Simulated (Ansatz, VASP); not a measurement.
# WS2 in VASP and in Ansatz

Contents of INCAR:

```
ALGO = Normal
EDIFF = 1E-6
ENCUT = 520
GGA = PE
ISIF = 2
ISMEAR = 0
IVDW = 12
LASPH = True
LCHARG = True
LELF = True
LREAL = False
LVHAR = True
LWAVE = False
NBANDS = 35
NELM = 80
PREC = Accurate
SIGMA = 0.05
```

The input KPOINTS:

```
k-points
0
Gamma
  12 12 4
```

File POSCAR:

```
WS2
1.0
    2.9018696885      0.0000000000      0.0000000000
   -1.4509348443      2.5130928687      0.0000000000
    0.0000000000      0.0000000000     12.6255054998
W S
2 4
Direct
    0.3333333333      0.6666666667      0.2500000000
    0.6666666667      0.3333333333      0.7500000000
    0.3333333333      0.6666666667      0.6202874207
    0.6666666667      0.3333333333      0.1202874207
    0.3333333333      0.6666666667      0.8797125793
    0.6666666667      0.3333333333      0.3797125793
```

Input for Ansatz:

```yaml
crystal:
  lattice:
    - [2.9018696885, 0.0, 0.0]
    - [-1.4509348443, 2.5130928687, 0.0]
    - [0.0, 0.0, 12.6255054998]
  atoms:
    - { symbol: W, position: [0.3333333333, 0.6666666667, 0.25] }
    - { symbol: W, position: [0.6666666667, 0.3333333333, 0.75] }
    - { symbol: S, position: [0.3333333333, 0.6666666667, 0.6202874207] }
    - { symbol: S, position: [0.6666666667, 0.3333333333, 0.1202874207] }
    - { symbol: S, position: [0.3333333333, 0.6666666667, 0.8797125793] }
    - { symbol: S, position: [0.6666666667, 0.3333333333, 0.3797125793] }
basis:
  ecutwfc: 420
kpoints:
  mp_grid: { grid: [12, 12, 4] }
hamiltonian:
  xc: pbe
  dispersion: d3bj
scf:
  occupations: { method: gaussian, width: 0.05 }
output:
  forces: true
  stress: true
  eigenvalues: true
```

Change from the starting cell: strain -0.080 along x and y, +0.040 along z, atoms carried along.

Alike in both runs: task single point; functional PBE; dispersion D3(BJ); k mesh 12 × 12 × 4; occupations gaussian, width 0.05 eV; no spin polarisation.

|  | VASP | Ansatz |
| --- | --- | --- |
| version | VASP 6.6.1 | Ansatz 0.2.0 |
| potentials or method | VASP PAW PBE potentials, release 64 (W_sv, S), cutoff 520 eV | scalar-relativistic, plane waves, PAW |
| valence electrons in the cell | 52 | 52 |

VASP gave:

| Property | Result |
| --- | --- |
| gap on the k mesh at the Fermi level (eV) | 1.02 |
| least direct gap on the mesh (eV) | 1.82 |
| pressure (GPa) | 27.1 |
| traceless stress, the component that is largest in VASP (GPa) | -18.85 |
| rms of the force components (eV/Å) | 0.404 |

Question: Which values does Ansatz return?

Answer: gap on the k mesh at the Fermi level (eV): 1.02; least direct gap on the mesh (eV): 1.81; pressure (GPa): 27.0; traceless stress, the component that is largest in VASP (GPa): -18.76; rms of the force components (eV/Å): 0.402.

Atom by atom the forces differ by 0.002 eV/Å (rms over components).

Spin-orbit coupling is off throughout.
